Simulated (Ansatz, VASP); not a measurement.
PtSe2 in VASP and in Ansatz

```
Pt Se
1.0
     3.87296    0.00000    0.00000
    -1.93648    3.35408    0.00000
     0.00000    0.00000    4.65704
Pt Se
1 2
Direct
  0.00000 0.00000 0.00000
  0.33333 0.66667 0.25000
  0.66667 0.33333 0.75000
```

Change from the starting cell: strain +0.040 along x and y, -0.080 along z, atoms carried along.

Alike in both runs: task single point; functional PBE; k mesh 12 × 12 × 10; occupations gaussian, width 0.15 eV; no spin polarisation.

|  | VASP | Ansatz |
| --- | --- | --- |
| version | VASP 6.6.1 | Ansatz 0.2.0 |
| potentials or method | VASP PAW PBE potentials, release 64 (Pt, Se), cutoff 520 eV | scalar-relativistic, plane waves, PAW |
| valence electrons in the cell | 22 | 50 |

Ansatz gave:

* gap on the k mesh at the Fermi level (eV): none
* pressure (GPa): 3.8
* traceless stress, the component that is largest in VASP (GPa): 3.30
* rms of the force components (eV/Å): 0.332

Problem. Which values does VASP return?

Solution. gap on the k mesh at the Fermi level (eV): none; pressure (GPa): 3.8; traceless stress, the component that is largest in VASP (GPa): 3.29; rms of the force components (eV/Å): 0.334.

Atom by atom the forces differ by 0.003 eV/Å (rms over components). A gap of «none» marks a metal or a gap that the smearing closes. VASP's potentials hold 22 valence electrons a cell and Ansatz's 50, so a difference there can come from the potentials and not from the codes.

Spin-orbit coupling is off throughout.
